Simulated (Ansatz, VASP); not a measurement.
**Sc3Re: VASP beside Ansatz**

INCAR

```
  PREC = Accurate
  ENCUT = 600
  EDIFF = 1E-7
  ISMEAR = 0
  SIGMA = 0.1
  LREAL = False
  LASPH = True
  NELM = 100
  ALGO = Fast
  ISIF = 3
  LWAVE = False
  LCHARG = False
  GGA = PE
  IBRION = 2
  NSW = 90
  EDIFFG = -0.04
```

The input KPOINTS:

```
Automatic mesh
0
Gamma
  4 4 4
```

The input POSCAR:

```
Sc3Re
1.0
    0.0000000000      3.3172437900      3.3172437900
    3.3172437900      0.0000000000      3.3172437900
    3.3172437900      3.3172437900      0.0000000000
Sc Re
3 1
Direct
    0.2500000000      0.2500000000      0.2500000000
    0.7500000000      0.7500000000      0.7500000000
    0.5000000000      0.5000000000      0.5000000000
    0.0000000000      0.0000000000      0.0000000000
```

Input for Ansatz:

```yaml
crystal:
  lattice:
    - [0.0, 3.31724379, 3.31724379]
    - [3.31724379, 0.0, 3.31724379]
    - [3.31724379, 3.31724379, 0.0]
  atoms:
    - { symbol: Sc, position: [0.25, 0.25, 0.25] }
    - { symbol: Sc, position: [0.75, 0.75, 0.75] }
    - { symbol: Sc, position: [0.5, 0.5, 0.5] }
    - { symbol: Re, position: [0.0, 0.0, 0.0] }
basis:
  ecutwfc: 420
kpoints:
  mp_grid: { grid: [4, 4, 4] }
hamiltonian:
  xc: pbe
scf:
  occupations: { method: gaussian, width: 0.1 }
  lower_state_search: "off"
output:
  forces: true
  stress: true
  eigenvalues: true
relax:
  adjacent_minimum: "off"
  f_tol: 0.04
  max_steps: 70
  cell: { stress_tol: 0.4 }
```

Change from the starting cell: species swapped into the Ta3Re type (Fm-3m, No. 225).

Alike in both runs: task relaxation of cell and atoms; functional PBE; k mesh 4 × 4 × 4; occupations gaussian, width 0.1 eV; no spin polarisation.

```csv
,VASP,Ansatz
version,VASP 6.6.1,Ansatz 0.2.0
potentials or method,"VASP PAW PBE potentials, release 64 (Sc_sv, Re), cutoff 600 eV","scalar-relativistic, plane waves, PAW"
valence electrons in the cell,40,48
```

```tsv
	VASP	Ansatz	Ansatz less VASP
gap on the k mesh at the Fermi level, each at its own relaxed structure (eV)	none	none	-
relaxed volume (Å³/atom)	19.68	19.65	-0.031
relaxed cell length with the largest relative difference (Å)	4.811	4.808	-0.0025
```

A gap of «none» marks a metal or a gap that the smearing closes. VASP's potentials hold 40 valence electrons a cell and Ansatz's 48, so a difference there can come from the potentials and not from the codes.

The k mesh is coarse, so the values compare programs but aren't converged. Spin-orbit coupling is off throughout.
